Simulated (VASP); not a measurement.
# Y2TiO4: single point with r2SCAN

Y2TiO4:

```xyz
7
Lattice="0.0000 3.7440 0.0000 3.7440 0.0000 0.0000 1.8720 1.8720 -6.1426" Properties=species:S:1:pos:R:3 pbc="T T T"
Y     1.8720    1.8720   -1.7961
Y     3.7440    3.7440   -4.3465
Ti    0.0000    0.0000    0.0000
O     0.0000    1.8720    0.0000
O     1.8720    0.0000    0.0000
O     1.8720    1.8720   -4.1401
O     3.7440    3.7440   -2.0025
```

- Program: VASP 6.6.1
- Task: single point
- Functional: r2SCAN
- Potentials or basis: VASP PAW PBE potentials, release 64 (Y_sv, Ti_sv, O)
- Cutoff: 520 eV
- k mesh: 5 × 5 × 5
- Occupations: tetrahedron
- Spin: collinear spin
- Starting moments: [0.0, 0.0, 0.5, 0.0, 0.0, 0.0, 0.0] μB

| Property | Result |
| --- | --- |
| Pressure | 5.2 GPa |
| Largest force | 2.228 eV/Å |
| Net moment | 1.15 μB per cell |
| Site moments | Y +0.13; Ti +0.68; O -0.01, +0.01 (each value once) μB |
| Valence electrons inside the program's atomic spheres | Y 9.37; Ti 10.68; O 5.16, 5.02 (each value once) |

Forces on the atoms (eV/Å):
```
Y    0.000  0.000 -0.521
Y    0.000  0.000  0.521
Ti   0.000  0.000  0.000
O    0.000  0.000  0.000
O    0.000  0.000  0.000
O    0.000  0.000  2.228
O    0.000  0.000 -2.228
```

Stress tensor (GPa, compression positive):
```
 8.09  0.00  0.00
 0.00  8.09  0.00
 0.00  0.00 -0.70
```

Levels at points of the mesh, in eV from the Fermi level:
Spin up:
```
           k point  band 27  band 28  band 29  band 30  band 31  band 32  band 33  band 34
(0.00, 0.00, 0.00)    -4.98    -4.98    -1.15    -1.12    -1.12    -0.75    -0.62    -0.16
```
Spin down:
```
           k point  band 26  band 27  band 28  band 29  band 30  band 31
(0.00, 0.00, 0.00)    -5.30    -4.97    -4.97    -0.49    -0.48    -0.38
```

It took 6.3 min on 1 thread of Intel(R) Xeon(R) Platinum 8488C (Sapphire Rapids), with other jobs on the host, peak memory 0.31 GiB.

Caveat: the cell stands under pressure; the PAW data sets were made with another functional, which shifts forces and pressure a little; semilocal functionals often make such compounds metallic where correlation or magnetic order opens a gap, which also shifts bond lengths; tetrahedron occupations give inexact forces and stress in metals.
